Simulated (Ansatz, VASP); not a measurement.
**One calculation of N, two programs**

INCAR

```
SYSTEM = N
ALGO = Normal ; EDIFF = 1E-6
ENCUT = 520 ; GGA = CA
ISIF = 2 ; ISMEAR = 0
LASPH = .True. ; LCHARG = .False.
LREAL = .False. ; LWAVE = .False.
NBANDS = 18 ; NELM = 100
PREC = Accurate ; SIGMA = 0.01
```

Contents of KPOINTS:

```
k-points
0
Gamma
  6 6 6
  0 0 0
```

File POSCAR:

```
N
1.0
    3.9609740433      0.0000000000      0.0000000000
    0.0000000000      3.9609740433      0.0000000000
    0.0000000000      0.0000000000      5.1331803146
N
4
Direct
    0.9024068167      0.9024068167      0.0000000000
    0.5975931833      0.4024068167      0.5000000000
    0.0975931833      0.0975931833      0.0000000000
    0.4024068167      0.5975931833      0.5000000000
```

Input for Ansatz:

```yaml
crystal:
  lattice:
    - [3.9609740433, 0.0, 0.0]
    - [0.0, 3.9609740433, 0.0]
    - [0.0, 0.0, 5.1331803146]
  atoms:
    - { symbol: "N", position: [0.9024068167, 0.9024068167, 0.0] }
    - { symbol: "N", position: [0.5975931833, 0.4024068167, 0.5] }
    - { symbol: "N", position: [0.0975931833, 0.0975931833, 0.0] }
    - { symbol: "N", position: [0.4024068167, 0.5975931833, 0.5] }
kpoints:
  mp_grid: { grid: [6, 6, 6] }
  band_path:
    path:
      - [0.0, 0.0, 0.0]
      - [0.0, 0.5, 0.0]
      - [0.5, 0.5, 0.0]
      - [0.0, 0.0, 0.5]
      - [0.0, 0.5, 0.5]
      - [0.5, 0.5, 0.5]
      - [-0.5, -0.5, 0.489583]
    npoints: 1
hamiltonian:
  xc: lda
scf:
  occupations: { method: fixed }
  n_extra_bands: 5
output:
  forces: true
  stress: true
  eigenvalues: true
```

Alike in both runs: task single point; functional LDA; k mesh 6 × 6 × 6; no spin polarisation.

|  | VASP | Ansatz |
| --- | --- | --- |
| version | VASP 6.6.1 | Ansatz 0.2.0 |
| potentials or method | VASP PAW LDA potentials, release 64 (N) | plane waves, PAW |
| plane-wave cutoff (eV) | 520 | 420 |
| occupations | gaussian, width 0.01 eV | fixed |
| valence electrons in the cell | 20 | 20 |

|  | VASP | Ansatz | Ansatz less VASP |
| --- | --- | --- | --- |
| gap on the k mesh at the Fermi level (eV) | 6.60 | 6.65 | +0.051 |
| pressure (GPa) | 1.6 | -0.5 | -2.08 |
| traceless stress, the component that is largest in VASP (GPa) | -2.26 | -0.03 | +2.234 |
| rms of the force components (eV/Å) | 0.911 | 0.024 | -0.8867 |

LDA's correlation is that of Perdew and Zunger in VASP and of Perdew and Wang (1992) in Ansatz. Atom by atom the forces differ by 0.887 eV/Å (rms over components).

Noted on VASP's run: the standard files for N, O and F lose accuracy on very short bonds.
